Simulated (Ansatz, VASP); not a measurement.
**GaAs: VASP beside Ansatz**

```
CELL_PARAMETERS angstrom
0.00000 2.82685 2.79858
2.82685 0.00000 2.79858
2.82685 2.82685 0.00000
ATOMIC_POSITIONS crystal
Ga 0.00000 0.00000 0.00000
As 0.25000 0.25000 0.25000
```

Change from the starting cell: z stretched by -1 %, ions relaxed.

Alike in both runs: functional PBE; k mesh 13 × 13 × 13; occupations fermi-dirac, width 0.02 eV; no spin polarisation.

Ansatz relaxed the structure, and its values are those at the end. VASP's run is a single point on that final structure, the one shown.

```csv
,VASP,Ansatz
version,VASP 6.6.1,Ansatz 0.2.0
potentials or method,"VASP PAW PBE potentials, release 64 (Ga_d, As)","plane-wave PAW, scalar-relativistic"
plane-wave cutoff (eV),520,420
valence electrons in the cell,18,28
```

Ansatz gave:

| Property | Result |
| --- | --- |
| pressure (GPa) | 4.1 |

Estimate VASP's values.

pressure (GPa): 4.3.

With one functional, cell and mesh, what is left measures potentials, basis and numerics. VASP's potentials hold 18 valence electrons a cell and Ansatz's 28, so a difference there can come from the potentials and not from the codes. Ansatz's warnings: stress scf threshold loose.
